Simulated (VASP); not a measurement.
La: single point with LDA

The system is La.

```
La
1.0
    -1.99663    1.99663    1.99663
     1.99663   -1.99663    1.99663
     1.99663    1.99663   -1.99663
La
1
Direct
  0.00000 0.00000 0.00000
```

This isn't the form of La at room conditions, which is double hcp.

- Program: VASP 6.6.1
- Task: single point
- Functional: LDA
- Potentials or basis: VASP PAW LDA potentials, release 64 (La)
- Cutoff: 520 eV
- k mesh: 12 × 12 × 12
- Occupations: fermi-dirac, width 0.1 eV
- Spin: no spin polarisation

```json
{
  "Pressure": "1.3 GPa",
  "Band gap on the k mesh": "zero (an odd number of electrons rules out a gap without spin polarisation)"
}
```

Levels at points of the mesh, in eV from the Fermi level:
| k point | band 2 | band 3 | band 4 | band 5 | band 6 | band 7 | band 8 | band 9 |
| --- | --- | --- | --- | --- | --- | --- | --- | --- |
| (0.00, 0.00, 0.00) | -15.16 | -15.16 | -15.16 | -2.97 | 1.55 | 1.55 | 1.55 | 1.64 |
| (0.50, 0.00, 0.00) | -17.30 | -15.82 | -15.21 | -2.02 | -0.35 | 1.57 | 1.79 | 2.04 |
| (0.50, 0.50, 0.50) | -16.59 | -16.59 | -16.59 | -2.32 | -2.32 | 1.75 | 2.02 | 2.02 |

It took 53 s on 1 thread of AMD EPYC 7R13, on a shared host, peak memory 0.14 GiB.

Caveat: spin-orbit coupling is left out, which moves the levels of the heavy elements.
